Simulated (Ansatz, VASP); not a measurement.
## ZrB: VASP beside Ansatz

```
CELL_PARAMETERS angstrom
-0.73509 2.02150 2.02150
2.02150 -0.73509 2.02150
2.02150 2.02150 -0.73509
ATOMIC_POSITIONS crystal
Zr 0.00000 0.00000 0.00000
B 0.50000 0.50000 0.50000
```

Alike in both runs: task single point; functional PBE; k mesh 20 × 20 × 20; occupations gaussian, width 0.15 eV; no spin polarisation.

|  | VASP | Ansatz |
| --- | --- | --- |
| version | VASP 6.6.1 | Ansatz 0.2.0 |
| potentials or method | VASP PAW PBE potentials, release 64 (Zr_sv, B), cutoff 520 eV | scalar-relativistic, plane waves, PAW |
| valence electrons in the cell | 15 | 15 |

```tsv
	VASP	Ansatz	Ansatz less VASP
gap on the k mesh at the Fermi level (eV)	none	none	-
pressure (GPa)	22.6	22.4	-0.14
traceless stress, the component that is largest in VASP (GPa)	3.81	3.82	+0.010
```

A gap of «none» marks a metal or a gap that the smearing closes.
